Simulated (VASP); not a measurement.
**TiO2: single point with PBE**

TiO2:

```
Ti O
1.0
     4.54535    0.00000    0.00000
     0.00000    5.51962    0.00000
     0.00000    0.00000    4.90920
Ti O
4 8
Direct
  0.50000 0.67299 0.75000
  0.00000 0.82701 0.25000
  0.50000 0.32701 0.25000
  0.00000 0.17299 0.75000
  0.72855 0.61828 0.08135
  0.22855 0.88172 0.91865
  0.77145 0.88172 0.58135
  0.27145 0.61828 0.41865
  0.72855 0.38172 0.58135
  0.22855 0.11828 0.41865
  0.77145 0.11828 0.08135
  0.27145 0.38172 0.91865
```

```
Program                : VASP 6.6.1
Task                   : single point
Functional             : PBE
Potentials or basis    : VASP PAW PBE potentials, release 64 (Ti_sv, O)
Cutoff                 : 520 eV
k mesh                 : 4 × 4 × 4
Occupations            : gaussian, width 0.1 eV
Spin                   : collinear spin
Starting moments       : [1.0, 1.0, 1.0, 1.0, 0.0, 0.0, 0.0, 0.0, 0.0, 0.0, 0.0, 0.0] μB
Dipole correction      : no
Further INCAR settings : ALGO = Normal; EDIFF = 1e-06; NBANDS = 64
```

The pressure is 4.8 GPa, the largest force is 0.086 eV/Å and the band gap on the k mesh is 2.60 eV (least direct gap 2.65 eV). The net moment is 0.00 μB per cell and the valence electrons inside the program's atomic spheres are Ti 10.25; O 5.07.

Forces on the atoms (eV/Å):
```
Ti   0.000  0.086  0.000
Ti   0.000 -0.086  0.000
Ti   0.000 -0.086  0.000
Ti   0.000  0.086  0.000
O    0.045  0.012  0.006
O    0.045 -0.012 -0.006
O   -0.045 -0.012  0.006
O   -0.045  0.012 -0.006
O    0.045 -0.012  0.006
O    0.045  0.012 -0.006
O   -0.045  0.012  0.006
O   -0.045 -0.012 -0.006
```

Levels at points of the mesh, in eV from the valence-band top:
Spin up:
| k point | band 45 | band 46 | band 47 | band 48 | band 49 | band 50 | band 51 | band 52 |
| --- | --- | --- | --- | --- | --- | --- | --- | --- |
| (0.00, 0.00, 0.00) | -0.53 | -0.43 | -0.03 | 0.00 | 2.65 | 2.66 | 2.79 | 2.81 |
| (0.50, 0.00, 0.00) | -0.50 | -0.50 | -0.26 | -0.26 | 3.08 | 3.08 | 3.22 | 3.22 |
| (0.00, 0.50, 0.00) | -1.21 | -1.21 | -0.15 | -0.15 | 2.76 | 2.76 | 3.19 | 3.19 |
| (0.50, 0.50, 0.00) | -0.55 | -0.55 | -0.36 | -0.36 | 2.94 | 2.94 | 2.95 | 2.95 |
| (0.00, 0.00, 0.50) | -0.45 | -0.45 | -0.31 | -0.31 | 2.60 | 2.60 | 3.01 | 3.01 |
| (0.50, 0.00, 0.50) | -0.50 | -0.50 | -0.50 | -0.50 | 2.96 | 2.96 | 2.96 | 2.96 |
| (0.00, 0.50, 0.50) | -0.45 | -0.45 | -0.45 | -0.45 | 2.89 | 2.89 | 2.89 | 2.89 |
| (0.50, 0.50, 0.50) | -0.81 | -0.81 | -0.81 | -0.81 | 2.97 | 2.97 | 2.97 | 2.97 |
Spin down:
| k point | band 45 | band 46 | band 47 | band 48 | band 49 | band 50 | band 51 | band 52 |
| --- | --- | --- | --- | --- | --- | --- | --- | --- |
| (0.00, 0.00, 0.00) | -0.53 | -0.43 | -0.03 | 0.00 | 2.65 | 2.66 | 2.79 | 2.81 |
| (0.50, 0.00, 0.00) | -0.50 | -0.50 | -0.26 | -0.26 | 3.08 | 3.08 | 3.22 | 3.22 |
| (0.00, 0.50, 0.00) | -1.21 | -1.21 | -0.15 | -0.15 | 2.76 | 2.76 | 3.19 | 3.19 |
| (0.50, 0.50, 0.00) | -0.55 | -0.55 | -0.36 | -0.36 | 2.94 | 2.94 | 2.95 | 2.95 |
| (0.00, 0.00, 0.50) | -0.45 | -0.45 | -0.31 | -0.31 | 2.60 | 2.60 | 3.01 | 3.01 |
| (0.50, 0.00, 0.50) | -0.50 | -0.50 | -0.50 | -0.50 | 2.96 | 2.96 | 2.96 | 2.96 |
| (0.00, 0.50, 0.50) | -0.45 | -0.45 | -0.45 | -0.45 | 2.89 | 2.89 | 2.89 | 2.89 |
| (0.50, 0.50, 0.50) | -0.81 | -0.81 | -0.81 | -0.81 | 2.97 | 2.97 | 2.97 | 2.97 |

It took 11 min on 1 thread of Oxide Virtual Turin-like Processor, on a shared host, peak memory 0.41 GiB.

Caveat: the cell stands under pressure. A k mesh can miss the band edges.
